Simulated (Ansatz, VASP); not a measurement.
# Sn in VASP and in Ansatz

The input INCAR:

```
SYSTEM = Sn
PREC     = Accurate       ! precision mode
ENCUT    = 520            ! plane-wave cutoff, eV
EDIFF    = 1E-6           ! SCF threshold, eV
ISMEAR   = -1             ! smearing method
SIGMA    = 0.05           ! smearing width, eV
LREAL    = .FALSE.        ! projectors in reciprocal space
LASPH    = .TRUE.         ! aspherical terms in the spheres
NELM     = 60             ! most SCF steps
ALGO     = Normal         ! electronic algorithm
ISIF     = 2              ! what is computed and relaxed
LWAVE    = .FALSE.        ! write WAVECAR
LCHARG   = .FALSE.        ! write CHGCAR
GGA      = PS             ! functional
NBANDS   = 13             ! bands
```

The input KPOINTS:

```
Automatic mesh
0
G
  6 6 6
  0 0 0
```

POSCAR

```
Sn
1.0
   -1.8946518192      1.8946518192      1.8946518192
    1.8946518192     -1.8946518192      1.8946518192
    1.8946518192      1.8946518192     -1.8946518192
Sn
1
Direct
    0.0000000000      0.0000000000      0.0000000000
```

input.yaml

```yaml
crystal:
  lattice:
    - [-1.8946518192, 1.8946518192, 1.8946518192]
    - [1.8946518192, -1.8946518192, 1.8946518192]
    - [1.8946518192, 1.8946518192, -1.8946518192]
  atoms:
    - { symbol: Sn, position: [0.0, 0.0, 0.0] }
hamiltonian:
  xc: pbesol
  pseudopotentials: { kind: paw }
kpoints:
  mp_grid: { grid: [6, 6, 6] }
  band_path:
    path:
      - [[0.0, 0.0, 0.0], [0.5, -0.5, 0.5], [0.0, 0.0, 0.5], [0.0, 0.0, 0.0], [0.25, 0.25, 0.25], [0.5, -0.5, 0.5]]
      - [[0.25, 0.25, 0.25], [0.0, 0.0, 0.5]]
    npoints: 14
scf:
  occupations: { method: fermi_dirac, width: 0.05 }
  n_extra_bands: 6
output:
  forces: true
  stress: true
  eigenvalues: true
  fatbands: false
```

Alike in both runs: functional PBEsol; k mesh 6 × 6 × 6; occupations fermi-dirac, width 0.05 eV; no spin polarisation.

```csv
,VASP,Ansatz
version,VASP 6.6.1,Ansatz 0.2.0
potentials or method,"VASP PAW PBE potentials, release 64 (Sn_d)",Ansatz PAW
plane-wave cutoff (eV),520,420
valence electrons in the cell,14,14
task,single point,band structure
```

Ansatz gave:

* gap on the k mesh at the Fermi level (eV): none
* pressure (GPa): -2.1

Question: Which values does VASP return?

Answer: gap on the k mesh at the Fermi level (eV): none; pressure (GPa): -2.2.

VASP's potentials were made for PBE, not for PBEsol. A gap of «none» marks a metal or a gap that the smearing closes.

The k mesh is coarse, so the values compare programs but aren't converged.
